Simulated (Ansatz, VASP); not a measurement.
# Two plane-wave programs on NaIr3Au5

```xyz
9
Lattice="8.0895 0.0000 0.0000 -4.0447 7.0057 0.0000 0.0000 0.0000 2.6726" Properties=species:S:1:pos:R:3 pbc="T T T"
Na    0.0000    0.0000    0.0000
Ir    5.2528    0.0000    0.0000
Ir   -2.6264    4.5490    0.0000
Ir    1.4184    2.4567    0.0000
Au    2.4793    0.0000    1.3363
Au   -1.2396    2.1471    1.3363
Au    2.8051    4.8586    1.3363
Au    0.0000    4.6705    1.3363
Au    4.0447    2.3352    1.3363
```

Change from the starting cell: species swapped into the Lu3Ga5Co type (P-62m, No. 189).

Alike in both runs: functional PBE; k mesh 6 × 6 × 14; occupations gaussian, width 0.1 eV; no spin polarisation.

Ansatz relaxed the structure, and its values are those at the end. VASP's run is a single point on that final structure, the one shown.

```csv
,VASP,Ansatz
version,VASP 6.6.1,Ansatz 0.2.0
potentials or method,"VASP PAW PBE potentials, release 64 (Na_pv, Ir, Au), cutoff 520 eV","scalar-relativistic, plane waves, PAW"
valence electrons in the cell,89,155
```

|  | VASP | Ansatz | Ansatz less VASP |
| --- | --- | --- | --- |
| gap on the k mesh at the Fermi level (eV) | none | none | - |
| pressure (GPa) | -0.1 | 0.0 | +0.10 |

A gap of «none» marks a metal or a gap that the smearing closes. VASP's potentials hold 89 valence electrons a cell and Ansatz's 155, so a difference there can come from the potentials and not from the codes.

Neither program's run includes spin-orbit coupling.
